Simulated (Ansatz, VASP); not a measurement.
One calculation of YMg2AgC6N6, two programs

```
Y Mg Ag C N
1.0
     0.00000    5.39600    5.39600
     5.39600    0.00000    5.39600
     5.39600    5.39600    0.00000
Y Mg Ag C N
1 2 1 6 6
Direct
  0.00000 0.00000 0.00000
  0.25000 0.25000 0.25000
  0.75000 0.75000 0.75000
  0.50000 0.50000 0.50000
  0.80486 0.19514 0.19514
  0.19514 0.80486 0.19514
  0.19514 0.19514 0.80486
  0.19514 0.80486 0.80486
  0.80486 0.19514 0.80486
  0.80486 0.80486 0.19514
  0.69644 0.30356 0.30356
  0.30356 0.69644 0.30356
  0.30356 0.30356 0.69644
  0.30356 0.69644 0.69644
  0.69644 0.30356 0.69644
  0.69644 0.69644 0.30356
```

Alike in both runs: task single point; functional PBE; k mesh 4 × 4 × 4; occupations gaussian, width 0.1 eV; no spin polarisation.

|  | VASP | Ansatz |
| --- | --- | --- |
| version | VASP 6.6.1 | Ansatz 0.2.0 |
| potentials or method | VASP PAW PBE potentials, release 64 (Y_sv, Mg, Ag, C, N), cutoff 520 eV | scalar-relativistic, plane waves, PAW |
| valence electrons in the cell | 80 | 104 |

```tsv
	VASP	Ansatz	Ansatz less VASP
gap on the k mesh at the Fermi level (eV)	none	none	-
pressure (GPa)	18.0	17.8	-0.20
rms of the force components (eV/Å)	1.760	1.946	+0.1864
```

Atom by atom the forces differ by 0.213 eV/Å (rms over components). A gap of «none» marks a metal or a gap that the smearing closes. VASP's potentials hold 80 valence electrons a cell and Ansatz's 104, so a difference there can come from the potentials and not from the codes.

Noted on VASP's run: the standard files for N, O and F lose accuracy on very short bonds.
